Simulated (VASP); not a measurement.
# Ca (I4/mmm) in VASP: notebook

Aim: see how the results for Ca move with the level of theory and the settings. Levels: PBEsol, PBE, RPBE. Tasks: density of states.

All numbers are computed with VASP 6.6.1; they aren't measurements. Logs are shortened: lines on timing, memory, paths and dates and some standing lists are left out, and cuts for length are marked.

**1. The cell of the first run**

The structure is tetragonal, space group I4/mmm (No. 139). The conventional cell has a = 4.410 Å, b = 4.410 Å, c = 4.392 Å, α = 90.00°, β = 90.00°, γ = 90.00°. Within 5.0 Å of Ca (site symmetry 4/mmm) lie 14 Ca at 3.81 to 4.41 Å.

**2. Density of states, PBEsol**

POSCAR

```
Ca
1.0
   -2.2052049036      2.2052049036      2.1961148100
    2.2052049036     -2.2052049036      2.1961148100
    2.2052049036      2.2052049036     -2.1961148100
Ca
1
Direct
    0.5455349600      0.5455349600      0.0000000000
```

INCAR.step1

```
SYSTEM = Ca
  PREC = Accurate
  ENCUT = 520
  EDIFF = 1E-7
  ISMEAR = 0
  SIGMA = 0.1
  LREAL = .FALSE.
  LASPH = .TRUE.
  NELM = 80
  ALGO = Normal
  ISIF = 2
  LWAVE = .FALSE.
  LCHARG = .TRUE.
  GGA = PS
  NBANDS = 11
  ISYM = 0
```

KPOINTS.step1

```
Automatic mesh
0
Gamma
  2 2 2
  0.05 0.64 0.97
```

INCAR.step2

```
SYSTEM = Ca
  PREC = Accurate
  ENCUT = 520
  EDIFF = 1E-7
  ISMEAR = 0
  SIGMA = 0.1
  LREAL = .FALSE.
  LASPH = .TRUE.
  NELM = 80
  ALGO = Normal
  ISIF = 2
  LWAVE = .FALSE.
  LCHARG = .FALSE.
  GGA = PS
  LORBIT = 11
  NBANDS = 11
  NEDOS = 1001
  ICHARG = 11
  ISYM = 0
```

KPOINTS.step2

```
Automatic mesh
0
G
  3 3 3
  0 0 0
```

Potentials or basis: VASP PAW PBE potentials, release 64 (Ca_sv).

Started as:

```sh
$ cat potpaw_PBE.64/Ca_sv/POTCAR > POTCAR
$ cp INCAR.step1 INCAR
$ cp KPOINTS.step1 KPOINTS
$ mpirun -np 1 vasp_std > vasp.out
$ cp INCAR.step2 INCAR
$ cp KPOINTS.step2 KPOINTS
$ mpirun -np 1 vasp_std > vasp.out
```

OUTCAR:

```text
SYSTEM = Ca
   PREC = Accurate
   ENCUT = 520
   EDIFF = 1E-7
   ISMEAR = 0
   LREAL = .FALSE.
   LASPH = .TRUE.
   NELM = 80
   ISIF = 2
   GGA = PS
   LORBIT = 11
   ICHARG = 11
   ISYM = 0

 ion  position               nearest neighbor table
   1  0.546  0.546  0.000-

IMPORTANT INFORMATION: All symmetrisations will be switched off!
NOSYMM: (Re-)initialisation of all symmetry stuff for point group C_1.

----------------------------------------------------------------------------------------

                                     Primitive cell

  volume of cell :      42.7182

  direct lattice vectors                    reciprocal lattice vectors
    -2.205204904  2.205204904  2.196114810     0.000000000  0.226736300  0.227674800
     2.205204904 -2.205204904  2.196114810     0.226736300  0.000000000  0.227674800
     2.205204904  2.205204904 -2.196114810     0.226736300  0.226736300  0.000000000

  length of vectors
     3.814285987  3.814285987  3.814285987     0.321317855  0.321317855  0.320653550

  position of ions in fractional coordinates (direct lattice)
     0.545534960  0.545534960  0.000000000

  ion indices of the primitive-cell ions
   primitive index   ion index
                 1           1

----------------------------------------------------------------------------------------

 KPOINTS: Automatic mesh

Automatic generation of k-mesh.
 Grid dimensions read from file:
 generate k-points for:    3    3    3

 Generating k-lattice:

  Cartesian coordinates                     Fractional coordinates (reciprocal lattice)
     0.000000000  0.075578767  0.075891600     0.333333333 -0.000000000  0.000000000
     0.075578767  0.000000000  0.075891600    -0.000000000  0.333333333  0.000000000
     0.075578767  0.075578767  0.000000000     0.000000000  0.000000000  0.333333333

  Length of vectors
     0.107105952  0.107105952  0.106884517

  Shift w.r.t. Gamma in fractional coordinates (k-lattice)
     0.000000000  0.000000000  0.000000000

 Subroutine IBZKPT returns following result:
 ===========================================

 Found     14 irreducible k-points:

 Following reciprocal coordinates:
            Coordinates               Weight
  0.000000  0.000000  0.000000      1.000000
  0.333333  0.000000 -0.000000      2.000000
  0.333333  0.000000 -0.333333      2.000000
  0.000000  0.333333 -0.333333      2.000000
  0.000000  0.333333 -0.000000      2.000000
  0.333333  0.333333 -0.000000      2.000000
 -0.333333  0.000000 -0.333333      2.000000
  0.333333  0.333333  0.333333      2.000000
  0.000000 -0.333333 -0.333333      2.000000
 -0.333333  0.333333  0.000000      2.000000
  0.000000  0.000000  0.333333      2.000000
 -0.333333  0.333333  0.333333      2.000000
  0.333333 -0.333333  0.333333      2.000000
 -0.333333 -0.333333  0.333333      2.000000
   k-points           NKPTS =     14   k-points in BZ     NKDIM =     14   number of bands    NBANDS=     11
   number of dos      NEDOS =   1001   number of ions     NIONS =      1
   total plane-waves  NPLWV =  21952
   dimension x,y,z NGX =    28 NGY =   28 NGZ =   28
   dimension x,y,z NGXF=    56 NGYF=   56 NGZF=   56
   ions per type =               1
   NGX,Y,Z   is equivalent  to a cutoff of  12.20, 12.20, 12.20 a.u.
   NGXF,Y,Z  is equivalent  to a cutoff of  24.41, 24.41, 24.41 a.u.
 SYSTEM =  Ca
   PREC   = accura    normal or accurate (medium, high low for compatibility)
   ISTART =      0    job   : 0-new  1-cont  2-samecut
   ICHARG =     11    charge: 1-file 2-atom 10-const
   ISPIN  =      1    spin polarized calculation?
   LNONCOLLINEAR =      F non collinear calculations
   LSORBIT =      F    spin-orbit coupling
   LASPH  =      T    aspherical Exc in radial PAW
   ENCUT  =  520.0 eV  38.22 Ry    6.18 a.u.   7.09  7.09  7.09*2*pi/ulx,y,z
   NELM   =     80;   NELMIN=  2; NELMDL=  0     # of ELM steps
   EDIFF  = 0.1E-06   stopping-criterion for ELM
   LREAL  =      F    real-space projection
   EDIFFG = 0.1E-05   stopping-criterion for IOM
   NSW    =      0    number of steps for IOM
   IBRION =     -1    ionic relax: 0-MD 1-quasi-New 2-CG
   NFREE  =      0    steps in history (QN), initial steepest desc. (CG)
   ISIF   =      2    stress and relaxation
   ISYM   =      0    0-nonsym 1-usesym 2-fastsym
   POTIM  = 0.5000    time-step for ionic-motion
   TEBEG  =    0.0;   TEEND  =   0.0 temperature during run
   PSTRESS=    0.0 pullay stress
   NELECT =      10.0000    total number of electrons
   NUPDOWN=      -1.0000    fix difference up-down
   EMIN   =  10.00;   EMAX   =-10.00  energy-range for DOS
   EFERMI =   0.00;   METHOD = LEGACY
   ISMEAR =     0;   SIGMA  =   0.10  broadening in eV -4-tet -1-fermi 0-gaus
   EFERMI_NEDOS =   21; number of points for ismear=-14 and -15
   IALGO  =     38    algorithm
   IMIX   =      4    mixing-type and parameters
     AMIX     =   0.40;   BMIX     =  1.00
     AMIX_MAG =   1.60;   BMIX_MAG =  1.00
  volume/ion in A,a.u.               =      42.72       288.28
  Fermi-wavevector in a.u.,A,eV,Ry     =   1.008952  1.906643 13.850516  1.017984
  Thomas-Fermi vector in A             =   2.141851
   LORBIT       =     11    0 simple, 1 ext, 2 COOP (PROOUT), +10 PAW based schemes
   GGA     = PS    functional components
   LHFCALC =     F    Hartree Fock is set to
   AEXX    =    0.0000 exact exchange contribution
   IVDW    =     0    specifies the selected vdW correction
   LEPSILON=     F    determine dielectric tensor
   LRPA    =     F    only Hartree local field effects (RPA)
 non-spin polarized calculation
 Gauss-broadening in eV      SIGMA  =   0.10
  energy-cutoff  :      520.00
  volume of cell :       42.72
 maximum number of plane-waves:      1160

 number of electron      10.0000000 magnetization

 Free energy of the ion-electron system (eV)
  ---------------------------------------------------
  ext. energy  EPLUGINS =         0.00000000
  ---------------------------------------------------
  free energy    TOTEN  =        -1.96644298 eV

  energy without entropy =       -1.93294214  energy(sigma->0) =       -1.94969256

 E-fermi :   2.0689     XC(G=0):  -7.7671

 val. band max:        2.0660407138   @ k =   0.3333   0.3333  -0.0000
 cond. band min:       2.0718614415   @ k =   0.3333   0.3333  -0.0000
 fundamental gap:      0.0058207276
 Fermi energy:         2.0688929118

 k-point     1 :       0.0000    0.0000    0.0000
  band No.  band energies     occupation
      1     -39.9967      2.00000
      2     -21.0024      2.00000
      3     -20.9841      2.00000
      4     -20.9841      2.00000
      5      -2.1623      2.00000
      6       4.1674      0.00000
      7       4.1732      0.00000
      8       4.1732      0.00000
      9       5.2060      0.00000
     10       5.2434      0.00000
     11      12.0292      0.00000

 k-point     2 :       0.3333    0.0000   -0.0000
  band No.  band energies     occupation
      1     -39.9859      2.00000
      2     -21.0973      2.00000
      3     -21.0190      2.00000
      4     -20.9924      2.00000
      5      -0.3485      2.00000
      6       2.8836      0.00000
      7       3.4209      0.00000
      8       5.1230      0.00000
      9       5.3660      0.00000
     10       5.5052      0.00000
     11       8.3650      0.00000

 k-point     3 :       0.3333    0.0000   -0.3333
  band No.  band energies     occupation
      1     -39.9859      2.00000
      2     -21.0973      2.00000
      3     -21.0190      2.00000
      4     -20.9924      2.00000
      5      -0.3485      2.00000
      6       2.8836      0.00000
      7       3.4209      0.00000
      8       5.1230      0.00000
      9       5.3660      0.00000
     10       5.5052      0.00000
     11       8.3650      0.00000

 k-point     4 :       0.0000    0.3333   -0.3333
  band No.  band energies     occupation
      1     -39.9859      2.00000
      2     -21.0973      2.00000
      3     -21.0190      2.00000
      4     -20.9924      2.00000
      5      -0.3485      2.00000
      6       2.8836      0.00000
      7       3.4209      0.00000
      8       5.1230      0.00000
      9       5.3660      0.00000
     10       5.5052      0.00000
     11       8.3650      0.00000

 k-point     5 :       0.0000    0.3333   -0.0000
  band No.  band energies     occupation
      1     -39.9859      2.00000
      2     -21.0973      2.00000
      3     -21.0190      2.00000
      4     -20.9924      2.00000
      5      -0.3485      2.00000
      6       2.8836      0.00000
      7       3.4209      0.00000
      8       5.1230      0.00000
      9       5.3660      0.00000
     10       5.5052      0.00000
     11       8.3650      0.00000
[... 71 lines left out ...]
 k-point    11 :       0.0000    0.0000    0.3333
  band No.  band energies     occupation
      1     -39.9859      2.00000
      2     -21.0875      2.00000
      3     -21.0369      2.00000
      4     -20.9837      2.00000
      5      -0.3563      2.00000
      6       2.8766      0.00000
      7       3.4365      0.00000
      8       5.0995      0.00000
      9       5.3754      0.00000
     10       5.5025      0.00000
     11       8.3501      0.00000

 k-point    12 :      -0.3333    0.3333    0.3333
  band No.  band energies     occupation
      1     -39.9770      2.00000
      2     -21.0750      2.00000
      3     -21.0745      2.00000
      4     -21.0577      2.00000
      5       1.0479      2.00000
      6       2.5894      0.00000
      7       4.3333      0.00000
      8       4.3510      0.00000
      9       5.0071      0.00000
     10       5.4987      0.00000
     11       8.5547      0.00000

 k-point    13 :       0.3333   -0.3333    0.3333
  band No.  band energies     occupation
      1     -39.9770      2.00000
      2     -21.0750      2.00000
      3     -21.0745      2.00000
      4     -21.0577      2.00000
      5       1.0479      2.00000
      6       2.5894      0.00000
      7       4.3333      0.00000
      8       4.3510      0.00000
      9       5.0071      0.00000
     10       5.4987      0.00000
     11       8.5481      0.00000

 k-point    14 :      -0.3333   -0.3333    0.3333
  band No.  band energies     occupation
      1     -39.9770      2.00000
      2     -21.0925      2.00000
      3     -21.0576      2.00000
      4     -21.0576      2.00000
      5       1.0666      2.00000
      6       2.5973      0.00000
      7       4.3185      0.00000
      8       4.3185      0.00000
      9       5.0294      0.00000
     10       5.5118      0.00000
     11       8.5325      0.00000

------------------------ aborting loop because EDIFF is reached ----------------------------------------

  FORCE on cell =-STRESS in cart. coord.  units (eV):
  Direction    XX          YY          ZZ          XY          YZ          ZX
  --------------------------------------------------------------------------------------
  -------------------------------------------------------------------------------------
  Total        0.3085856      0.3085712      0.1083070      0.0000091     -0.0000016      0.0000053
  in kB       11.5737304     11.5731896      4.0621352      0.0003431     -0.0000593      0.0002001
  external PRESSURE =       9.0696851 kB  Pullay stress =       0.0000000 kB

 VOLUME and BASIS-vectors are now :
 -----------------------------------------------------------------------------
  energy-cutoff  :      520.00
  volume of cell :       42.72
      direct lattice vectors                 reciprocal lattice vectors
    -2.205204904  2.205204904  2.196114810     0.000000000  0.226736300  0.227674800
     2.205204904 -2.205204904  2.196114810     0.226736300  0.000000000  0.227674800
     2.205204904  2.205204904 -2.196114810     0.226736300  0.226736300  0.000000000

 POSITION                                       TOTAL-FORCE (eV/Angst)
 -----------------------------------------------------------------------------------
      0.00000      0.00000      2.39611        -0.000003     -0.000001      0.000006
 -----------------------------------------------------------------------------------
    total drift:                               -0.000003     -0.000001      0.000006

  FREE ENERGIE OF THE ION-ELECTRON SYSTEM (eV)
  ---------------------------------------------------
  free  energy   TOTEN  =        -1.9664429773 eV

  energy  without entropy=       -1.9329421426  energy(sigma->0) =       -1.94969256

 total charge

# of ion       s       p       d       tot
------------------------------------------
    1        2.067   5.840   0.164   8.071
```

It took 13 s on 1 thread of Intel Xeon 6975P-C (Granite Rapids), shared host; peak memory 0.17 GiB.

The run converged, but its numbers aren't listed here, since they failed a check.

Caveat: the k points lie up to 1.01 Å⁻¹ apart; the mesh shows a gap though the element is a metal; the PAW data sets were made with another functional, which shifts forces and pressure a little.

**3. Density of states, PBE**

POSCAR, as its differences from that of step 2:

```diff
@@ -8,2 +8,2 @@
 Direct
-    0.5455349600      0.5455349600      0.0000000000
+    0.5000000000      0.5000000000      0.0000000000
```

INCAR.step1

```
SYSTEM = Ca
  PREC = Accurate
  ENCUT = 520
  EDIFF = 1E-6
  ISMEAR = -1
  SIGMA = 0.1
  LREAL = .False.
  LASPH = .True.
  NELM = 100
  ALGO = Fast
  ISIF = 2
  LWAVE = .False.
  LCHARG = .True.
  GGA = PE
  NBANDS = 11
```

KPOINTS.step1

```
regular mesh
0
Gamma
  4 4 4
  0 0 0
```

INCAR.step2

```
SYSTEM = Ca
  PREC = Accurate
  ENCUT = 520
  EDIFF = 1E-6
  ISMEAR = -5
  SIGMA = 0.1
  LREAL = .False.
  LASPH = .True.
  NELM = 100
  ALGO = Fast
  ISIF = 2
  LWAVE = .False.
  LCHARG = .False.
  GGA = PE
  LORBIT = 11
  NEDOS = 2001
  ICHARG = 11
```

KPOINTS.step2

```
regular mesh
0
Gamma
  6 6 6
  0 0 0
```

Potentials or basis: VASP PAW PBE potentials, release 64 (Ca_sv).

Started as:

```sh
$ cat potpaw_PBE.64/Ca_sv/POTCAR > POTCAR
$ cp INCAR.step1 INCAR
$ cp KPOINTS.step1 KPOINTS
$ mpirun -np 1 vasp_std > vasp.out
$ cp INCAR.step2 INCAR
$ cp KPOINTS.step2 KPOINTS
$ mpirun -np 1 vasp_std > vasp.out
```

It took 7.2 s on 1 thread of Intel Xeon 6975P-C (Granite Rapids), shared host; peak memory 0.15 GiB.

The run converged. Its results:

- Valence electrons inside the program's atomic spheres: Ca 8.08

Levels at points of the mesh, in eV from the Fermi level:
| k point | band 1 | band 2 | band 3 | band 4 | band 5 | band 6 | band 7 | band 8 | band 9 |
| --- | --- | --- | --- | --- | --- | --- | --- | --- | --- |
| (0.00, 0.00, 0.00) | -42.11 | -23.03 | -23.03 | -23.03 | -4.08 | 2.24 | 2.26 | 2.26 | 3.28 |
| (0.50, 0.00, 0.00) | -42.10 | -23.17 | -23.08 | -23.03 | -0.92 | -0.06 | 1.30 | 3.20 | 3.56 |
| (0.50, 0.50, 0.00) | -42.10 | -23.17 | -23.08 | -23.03 | -0.93 | -0.08 | 1.32 | 3.17 | 3.56 |
| (0.50, 0.50, 0.50) | -42.09 | -23.13 | -23.13 | -23.13 | 0.02 | 0.03 | 3.82 | 3.82 | 3.97 |

Caveat: the k points lie up to 0.50 Å⁻¹ apart; tetrahedron occupations give inexact forces and stress in metals.

[end of part 1 of 2]
